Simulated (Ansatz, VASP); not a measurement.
**One calculation of Pb, two programs**

```
Pb
1.0
     0.00000    2.59329    2.59329
     2.59329    0.00000    2.59329
     2.59329    2.59329    0.00000
Pb
1
Direct
  0.00000 0.00000 0.00000
```

Change from the starting cell: strain +0.050 along x and y, +0.050 along z, atoms carried along.

Alike in both runs: task single point; functional PBE; k mesh 16 × 16 × 16; occupations gaussian, width 0.15 eV; no spin polarisation.

```csv
,VASP,Ansatz
version,VASP 6.6.1,Ansatz 0.2.0
potentials or method,"VASP PAW PBE potentials, release 64 (Pb_d), cutoff 520 eV","scalar-relativistic, plane waves, PAW"
valence electrons in the cell,14,14
```

Ansatz gave:

* gap on the k mesh at the Fermi level (eV): none
* pressure (GPa): -2.8

Estimate VASP's values.

gap on the k mesh at the Fermi level (eV): none; pressure (GPa): -2.9.

A gap of «none» marks a metal or a gap that the smearing closes.

Spin-orbit coupling is off throughout.
